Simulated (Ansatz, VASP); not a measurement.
## InB2As3 in VASP and in Ansatz

File INCAR:

```
SYSTEM = InB2As3
ALGO     = Normal         ! electronic algorithm
EDIFF    = 1E-6           ! SCF threshold, eV
EDIFFG   = -0.04          ! ionic threshold
ENCUT    = 600            ! plane-wave cutoff, eV
GGA      = PE             ! functional
IBRION   = 2              ! ionic algorithm
ISIF     = 3              ! what is computed and relaxed
ISMEAR   = 0              ! smearing method
LASPH    = .True.         ! aspherical terms in the spheres
LCHARG   = .False.        ! write CHGCAR
LREAL    = .False.        ! projectors in reciprocal space
LWAVE    = .False.        ! write WAVECAR
NELM     = 100            ! most SCF steps
NSW      = 90             ! ionic steps
PREC     = Accurate       ! precision mode
SIGMA    = 0.1            ! smearing width, eV
```

Contents of KPOINTS:

```
k-points
0
Gamma
  6 6 4
  0 0 0
```

The input POSCAR:

```
InB2As3
1.0
    4.4004746600      0.0000000000      0.0000000000
   -2.2002373300      3.8109228400      0.0000000000
    0.0000000000      0.0000000000      7.3628754900
In B As
1 2 3
Direct
    0.0000000000      0.0000000000      0.0000000000
    0.0000000000      0.0000000000      0.6377493500
    0.0000000000      0.0000000000      0.3622506500
    0.5000000000      0.0000000000      0.5000000000
    0.0000000000      0.5000000000      0.5000000000
    0.5000000000      0.5000000000      0.5000000000
```

Input for Ansatz:

```yaml
crystal:
  lattice:
    - [4.40047466, 0.0, 0.0]
    - [-2.20023733, 3.81092284, 0.0]
    - [0.0, 0.0, 7.36287549]
  atoms:
    - { symbol: In, position: [0.0, 0.0, 0.0] }
    - { symbol: B, position: [0.0, 0.0, 0.63774935] }
    - { symbol: B, position: [0.0, 0.0, 0.36225065] }
    - { symbol: As, position: [0.5, 0.0, 0.5] }
    - { symbol: As, position: [0.0, 0.5, 0.5] }
    - { symbol: As, position: [0.5, 0.5, 0.5] }
basis:
  ecutwfc: 420
kpoints:
  mp_grid: { grid: [6, 6, 4] }
hamiltonian:
  xc: pbe
scf:
  occupations: { method: gaussian, width: 0.1 }
  lower_state_search: "off"
output:
  forces: true
  stress: true
  eigenvalues: true
relax:
  adjacent_minimum: "off"
  f_tol: 0.04
  max_steps: 70
  cell: { stress_tol: 0.4 }
```

Alike in both runs: task relaxation of cell and atoms; functional PBE; k mesh 6 × 6 × 4; occupations gaussian, width 0.1 eV; no spin polarisation.

|  | VASP | Ansatz |
| --- | --- | --- |
| version | VASP 6.6.1 | Ansatz 0.2.0 |
| potentials or method | VASP PAW PBE potentials, release 64 (In_d, B, As), cutoff 600 eV | scalar-relativistic, plane waves, PAW |
| valence electrons in the cell | 34 | 64 |

|  | VASP | Ansatz | Ansatz less VASP |
| --- | --- | --- | --- |
| gap on the k mesh at the Fermi level, each at its own relaxed structure (eV) | none | none | - |
| relaxed volume (Å³/atom) | 24.32 | 24.22 | -0.103 |
| relaxed cell length with the largest relative difference (Å) | 5.388 | 5.375 | -0.0132 |

A gap of «none» marks a metal or a gap that the smearing closes. VASP's potentials hold 34 valence electrons a cell and Ansatz's 64, so a difference there can come from the potentials and not from the codes.

Noted on VASP's run: the volume moved by over 15 % at a fixed basis, so the end points are rough.
